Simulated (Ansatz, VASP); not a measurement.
Given: the input of a run of Ansatz 0.2.0 on GaN.

The input input.yaml:

```yaml
crystal:
  lattice:
    - [0.0, 2.2535006075, 2.2535006075]
    - [2.2535006075, 0.0, 2.2535006075]
    - [2.2535006075, 2.2535006075, 0.0]
  atoms:
    - { symbol: Ga, position: [0.0, 0.0, 0.0] }
    - { symbol: "N", position: [0.25, 0.25, 0.25] }
hamiltonian:
  xc: { exchange: pbesol, correlation: pbesol, exx: { coeff: 0.25 } }
  pseudopotentials: { kind: paw }
kpoints:
  mp_grid: { grid: [5, 5, 5] }
scf:
  occupations: { method: fermi_dirac, width: 0.05 }
output:
  forces: true
  stress: true
  eigenvalues: true
```

Potentials or basis: Ansatz PAW.

The run is started by

```console
$ ansatz run input.yaml --threads 2 --pin off --max-ram 5632MiB --backend cpu --events-out ev --progress --plain --runs-dir out
```

Q: Set up the same calculation for VASP 6.6.1. Potentials there: VASP PAW PBE potentials, release 64 (Ga_d, N).

A: As run (the cutoff follows the program's own potentials):

File POSCAR:

```
GaN
1.0
    0.0000000000      2.2535006075      2.2535006075
    2.2535006075      0.0000000000      2.2535006075
    2.2535006075      2.2535006075      0.0000000000
Ga N
1 1
Direct
    0.0000000000      0.0000000000      0.0000000000
    0.2500000000      0.2500000000      0.2500000000
```

File INCAR.step1:

```
  PREC = Accurate
  ENCUT = 520
  EDIFF = 1E-5
  ISMEAR = -1
  SIGMA = 0.05
  LREAL = F
  LASPH = T
  NELM = 100
  ALGO = Normal
  ISIF = 2
  LWAVE = T
  LCHARG = F
  GGA = PE
  NBANDS = 16
```

The input INCAR.step2:

```
  PREC = Accurate
  ENCUT = 520
  EDIFF = 1E-6
  ISMEAR = -1
  SIGMA = 0.05
  LREAL = F
  LASPH = T
  NELM = 100
  ALGO = Normal
  ISIF = 2
  LWAVE = F
  LCHARG = F
  GGA = PS
  LHFCALC = T
  AEXX = 0.25
  PRECFOCK = Normal
  ISTART = 1
  NBANDS = 16
```

File KPOINTS:

```
regular mesh
0
Gamma
  5 5 5
```

Potentials or basis: VASP PAW PBE potentials, release 64 (Ga_d, N).

Launch:

```sh
$ cat potpaw_PBE.64/Ga_d/POTCAR potpaw_PBE.64/N/POTCAR > POTCAR
$ cp INCAR.step1 INCAR
$ mpirun -np 1 vasp_std > vasp.out
$ cp INCAR.step2 INCAR
$ mpirun -np 1 vasp_std > vasp.out
```

Both were run:

|  | VASP | Ansatz | Ansatz less VASP |
| --- | --- | --- | --- |
| gap on the k mesh at the Fermi level (eV) | 3.69 | 3.63 | -0.066 |
| least direct gap on the mesh (eV) | 3.69 | 3.63 | -0.066 |
| pressure (GPa) | -5.9 | -5.8 | +0.14 |

VASP's potentials were made for PBE, not for PBEsol-based global hybrid. The functional is the same, so the differences come from potentials, cutoffs and numerics.

The k mesh is coarse, so the values compare programs but aren't converged. Noted on Ansatz's run: odd divisions of the mesh miss points on the zone boundary, where band edges often lie, so the gap on the mesh can be too wide.
